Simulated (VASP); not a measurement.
Set up this calculation in VASP 6.6.1, as the native input.

```
Task                   : single point
Functional             : PBEsol
Potentials or basis    : VASP PAW PBE potentials, release 64 (Zn, Al, O, Ga_d)
Cutoff                 : 520 eV
k mesh                 : 1 × 1 × 1, shifted
Occupations            : fermi-dirac, width 0.05 eV
Spin                   : no spin polarisation
Dipole correction      : no
Further INCAR settings : LREAL = Auto; ALGO = Normal; EDIFF = 1e-06; NBANDS = 227; ISYM = 0
```

The structure of Al11Zn8Ga5O32 lies in POSCAR:

```
Al11Zn8Ga5O32
1.0
    8.1696716187      0.0000000000      0.0000000000
    0.0000000000      8.1696716187      0.0000000000
    0.0000000000      0.0000000000      8.1696716187
Zn Al O Ga
8 11 32 5
Direct
    0.8797990000      0.3732720000      0.3738770000
    0.3708550000      0.8751930000      0.3738240000
    0.3704060000      0.3732620000      0.8757820000
    0.1265900000      0.1243160000      0.1257440000
    0.8800200000      0.8753130000      0.8759600000
    0.6245490000      0.6262050000      0.1260020000
    0.6246400000      0.1243490000      0.6237620000
    0.1266000000      0.6259500000      0.6241120000
    0.4957120000      0.0008450000      0.0008450000
    0.0038680000      0.5002820000      0.0005210000
    0.2489360000      0.7507540000      0.0014470000
    0.0022640000      0.9987870000      0.5013760000
    0.2488160000      0.2481580000      0.4987910000
    0.2488090000      0.4986980000      0.2483630000
    0.4956840000      0.2486940000      0.2487240000
    0.7541750000      0.7504870000      0.4991900000
    0.2488270000      0.0012460000      0.7508450000
    0.0022710000      0.7482560000      0.2509120000
    0.0037710000      0.2492210000      0.7493820000
    0.5054660000      0.0150850000      0.2344460000
    0.7314250000      0.2399430000      0.2414120000
    0.5063500000      0.2345730000      0.0149700000
    0.7315310000      0.0079660000      0.0094110000
    0.0157420000      0.5129760000      0.2351020000
    0.2356600000      0.7340580000      0.2363140000
    0.0153080000      0.7361070000      0.0157040000
    0.2368570000      0.5155150000      0.0139970000
    0.0157730000      0.0147210000      0.7367520000
    0.2364590000      0.2354030000      0.7338610000
    0.0151480000      0.2340820000      0.5137060000
    0.2359480000      0.0130400000      0.5152900000
    0.2619570000      0.2638000000      0.2643230000
    0.4825220000      0.4830300000      0.2551690000
    0.4829730000      0.2562650000      0.4829120000
    0.2573410000      0.4835590000      0.4828910000
    0.5115110000      0.5107400000      0.7388490000
    0.7429120000      0.7419070000      0.7326310000
    0.5184440000      0.7420990000      0.5076330000
    0.7430580000      0.5169790000      0.5077840000
    0.7680190000      0.7571370000      0.2658210000
    0.9932370000      0.9835680000      0.2660920000
    0.9887130000      0.7638720000      0.4857420000
    0.7678480000      0.9840820000      0.4926890000
    0.7697400000      0.2592140000      0.7581150000
    0.9966820000      0.4838180000      0.7659780000
    0.9938530000      0.2647920000      0.9848960000
    0.7697350000      0.4918740000      0.9907650000
    0.2577410000      0.7667900000      0.7661230000
    0.4826950000      0.9943720000      0.7663610000
    0.4831940000      0.7665240000      0.9931990000
    0.2616230000      0.9854020000      0.9859190000
    0.7502330000      0.2498790000      0.9997970000
    0.7491740000      0.9983800000      0.2511970000
    0.5002390000      0.4994030000      0.4967480000
    0.7548730000      0.5009500000      0.7488720000
    0.5003380000      0.7529160000      0.7501480000
```

One way to write it, as run:

INCAR

```
ALGO = Normal ; EDIFF = 1E-6
ENCUT = 520 ; GGA = PS
ISIF = 2 ; ISMEAR = -1
ISYM = 0 ; LASPH = True
LCHARG = True ; LELF = True
LREAL = Auto ; LVHAR = True
LWAVE = False ; NBANDS = 227
NELM = 60 ; PREC = Accurate
SIGMA = 0.05
```

KPOINTS

```
Automatic mesh
0
Gamma
  1 1 1
  0.25 0.25 0.25
```

Potentials or basis: VASP PAW PBE potentials, release 64 (Zn, Al, O, Ga_d).

Launch:

```console
$ cat potpaw_PBE.64/Zn/POTCAR potpaw_PBE.64/Al/POTCAR potpaw_PBE.64/O/POTCAR potpaw_PBE.64/Ga_d/POTCAR > POTCAR
$ mpirun -np 1 vasp_std > vasp.out
```

It gave:

* Pressure: 0.6 GPa
* Largest force: 0.077 eV/Å
* Band gap on the k mesh: 4.49 eV

Caveat: the PAW data sets were made with another functional, which shifts forces and pressure a little; a shifted mesh leaves out Γ, where band edges can lie.

Wall time 15 min on 1 thread of Intel(R) Xeon(R) 6975P-C (Granite Rapids), with other jobs on the host, peak memory 0.77 GiB.
